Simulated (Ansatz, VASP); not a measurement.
## One calculation of SrAgO3, two programs

INCAR

```
ALGO = Normal
EDIFF = 1E-6
ENCUT = 520
GGA = CA
ISIF = 2
ISMEAR = -1
LASPH = True
LCHARG = False
LREAL = False
LWAVE = False
NBANDS = 28
NELM = 80
PREC = Accurate
SIGMA = 0.15
```

The input KPOINTS:

```
k-points
0
Gamma
  6 6 6
```

The input POSCAR:

```
SrAgO3
1.0
    4.0048101928      0.0000000000      0.0000000000
    0.0000000000      4.0048101928      0.0000000000
    0.0000000000      0.0000000000      4.0048101928
Sr Ag O
1 1 3
Direct
    0.0000000000      0.0000000000      0.0000000000
    0.5000000000      0.5000000000      0.5000000000
    0.5000000000      0.5000000000      0.0000000000
    0.5000000000      0.0000000000      0.5000000000
    0.0000000000      0.5000000000      0.5000000000
```

Input for Ansatz:

```yaml
crystal:
  lattice:
    - [4.004810192769809, 0.0, 0.0]
    - [0.0, 4.004810192769809, 0.0]
    - [0.0, 0.0, 4.004810192769809]
  atoms:
    - { symbol: Sr, position: [0.0, 0.0, 0.0] }
    - { symbol: Ag, position: [0.5, 0.5, 0.5] }
    - { symbol: O, position: [0.5, 0.5, 0.0] }
    - { symbol: O, position: [0.5, 0.0, 0.5] }
    - { symbol: O, position: [0.0, 0.5, 0.5] }
basis:
  ecutwfc: 500.0
kpoints:
  mp_grid:
    grid: [6, 6, 6]
hamiltonian:
  xc: lda
  pseudopotentials:
    kind: paw
scf:
  convergence:
    dr2_threshold: 1.0e-09
  occupations:
    method: fermi_dirac
    width: 0.15
output:
  stress: true
```

Alike in both runs: task single point; functional LDA; k mesh 6 × 6 × 6; occupations fermi-dirac, width 0.15 eV; no spin polarisation.

|  | VASP | Ansatz |
| --- | --- | --- |
| version | VASP 6.6.1 | Ansatz 0.2.0 |
| potentials or method | VASP PAW LDA potentials, release 64 (Sr_sv, Ag, O), cutoff 520 eV | plane waves, PAW |
| valence electrons in the cell | 39 | 47 |

```tsv
	VASP	Ansatz	Ansatz less VASP
pressure (GPa)	-3.0	-3.4	-0.46
```

LDA's correlation is that of Perdew and Zunger in VASP and of Perdew and Wang (1992) in Ansatz. VASP's potentials hold 39 valence electrons a cell and Ansatz's 47, so a difference there can come from the potentials and not from the codes. Ansatz's warnings: stress scf threshold loose.
